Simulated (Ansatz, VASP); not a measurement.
## Nb: VASP beside Ansatz

```
Nb
1.0
    -1.66308    1.66308    1.66308
     1.66308   -1.66308    1.66308
     1.66308    1.66308   -1.66308
Nb
1
Cartesian
  0.0000 0.0000 0.0000
```

Alike in both runs: functional RPBE; k mesh 13 × 13 × 13; occupations fermi-dirac, width 0.05 eV; collinear spin.

Ansatz relaxed the structure, and its values are those at the end. VASP's run is a single point on that final structure, the one shown.

|  | VASP | Ansatz |
| --- | --- | --- |
| version | VASP 6.6.1 | Ansatz 0.2.0 |
| potentials or method | VASP PAW PBE potentials, release 64 (Nb_sv), cutoff 520 eV | plane waves (420 eV) with PAW, scalar-relativistic |
| valence electrons in the cell | 13 | 13 |

```tsv
	VASP	Ansatz	Ansatz less VASP
pressure (GPa)	-0.3	0.0	+0.33
net moment per atom (μB)	0.00	0.00	0.000
```

VASP's potentials were made for PBE, not for RPBE. The functional is the same, so the differences come from potentials, cutoffs and numerics. Ansatz's warnings: seeded moment not kept.
